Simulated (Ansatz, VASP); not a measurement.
**MgO: VASP beside Ansatz**

```
CELL_PARAMETERS angstrom
3.32372 0.00000 0.00000
-1.66186 2.87843 0.00000
0.00000 0.00000 10.65234
ATOMIC_POSITIONS crystal
Mg 0.33333 0.66667 0.96949
Mg 0.00000 0.00000 0.22082
Mg 0.00000 0.00000 0.72082
Mg 0.66667 0.33333 0.46949
O 0.33333 0.66667 0.78004
O 0.00000 0.00000 0.52964
O 0.00000 0.00000 0.02964
O 0.66667 0.33333 0.28004
```

Alike in both runs: task single point; functional PBE; k mesh 9 × 9 × 4; occupations gaussian, width 0.05 eV; no spin polarisation.

```csv
,VASP,Ansatz
version,VASP 6.6.1,Ansatz 0.2.0
potentials or method,"VASP PAW PBE potentials, release 64 (Mg, O), cutoff 520 eV","scalar-relativistic, plane waves, PAW"
valence electrons in the cell,32,64
```

Ansatz gave:

```
gap on the k mesh at the Fermi level (eV)                     : 3.25
least direct gap on the mesh (eV)                             : 3.25
pressure (GPa)                                                : -4.1
traceless stress, the component that is largest in VASP (GPa) : 0.12
rms of the force components (eV/Å)                            : 0.006
```

**Question.** Which values does VASP return?

**Answer.** gap on the k mesh at the Fermi level (eV): 3.23; least direct gap on the mesh (eV): 3.23; pressure (GPa): -4.6; traceless stress, the component that is largest in VASP (GPa): 0.14; rms of the force components (eV/Å): 0.006.

Atom by atom the forces differ by 0.000 eV/Å (rms over components). The functional is the same, so the differences come from potentials, cutoffs and numerics. VASP's potentials hold 32 valence electrons a cell and Ansatz's 64, so a difference there can come from the potentials and not from the codes.
